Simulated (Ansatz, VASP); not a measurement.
## One calculation of KBr, two programs

The input POSCAR:

```
KBr
1.0
    0.0000000000      3.2925000000      3.5559000000
    3.2925000000      0.0000000000      3.5559000000
    3.2925000000      3.2925000000      0.0000000000
K Br
1 1
Direct
    0.0000000000      0.0000000000      0.0000000000
    0.5000000000      0.5000000000      0.5000000000
```

File INCAR.step1:

```
SYSTEM = KBr
  PREC = Accurate
  ENCUT = 520
  ISMEAR = 0
  SIGMA = 0.05
  LREAL = .FALSE.
  LASPH = .TRUE.
  NELM = 80
  NBANDS = 15
  GGA = PE
  ALGO = Normal
  EDIFF = 1E-4
  LWAVE = .TRUE.
  LCHARG = .FALSE.
```

Contents of INCAR.step2:

```
SYSTEM = KBr
  PREC = Accurate
  ENCUT = 520
  EDIFF = 1E-6
  ISMEAR = 0
  SIGMA = 0.05
  LREAL = .FALSE.
  LASPH = .TRUE.
  NELM = 80
  ALGO = Normal
  ISIF = 2
  LWAVE = .FALSE.
  LCHARG = .FALSE.
  METAGGA = R2SCAN
  LMIXTAU = .TRUE.
  NBANDS = 15
  ISTART = 1
```

KPOINTS

```
regular mesh
0
G
  6 6 6
  0 0 0
```

Input for Ansatz:

```yaml
crystal:
  lattice:
    - [0.0, 3.2925, 3.5559]
    - [3.2925, 0.0, 3.5559]
    - [3.2925, 3.2925, 0.0]
  atoms:
    - { symbol: K, position: [0.0, 0.0, 0.0] }
    - { symbol: Br, position: [0.5, 0.5, 0.5] }
basis:
  ecutwfc: 500
kpoints:
  mp_grid: { grid: [6, 6, 6] }
hamiltonian:
  xc: r2scan
scf:
  occupations: { method: gaussian, width: 0.05 }
output:
  forces: true
  stress: true
  eigenvalues: true
```

Change from the starting cell: strain +0.000 along x and y, +0.080 along z, atoms carried along.

Alike in both runs: task single point; functional r2SCAN; k mesh 6 × 6 × 6; occupations gaussian, width 0.05 eV; no spin polarisation.

|  | VASP | Ansatz |
| --- | --- | --- |
| version | VASP 6.6.1 | Ansatz 0.2.0 |
| potentials or method | VASP PAW PBE potentials, release 64 (K_sv, Br), cutoff 520 eV | scalar-relativistic, plane waves, PAW |
| valence electrons in the cell | 16 | 16 |

```csv
,VASP,Ansatz,Ansatz less VASP
gap on the k mesh at the Fermi level (eV),4.87,4.87,-0.002
least direct gap on the mesh (eV),4.87,4.87,-0.002
pressure (GPa),-0.7,-0.7,+0.01
"traceless stress, the component that is largest in VASP (GPa)",-1.05,-1.04,+0.009
```

VASP's potentials were made for PBE, not for r2SCAN. The functional is the same, so the differences come from potentials, cutoffs and numerics.
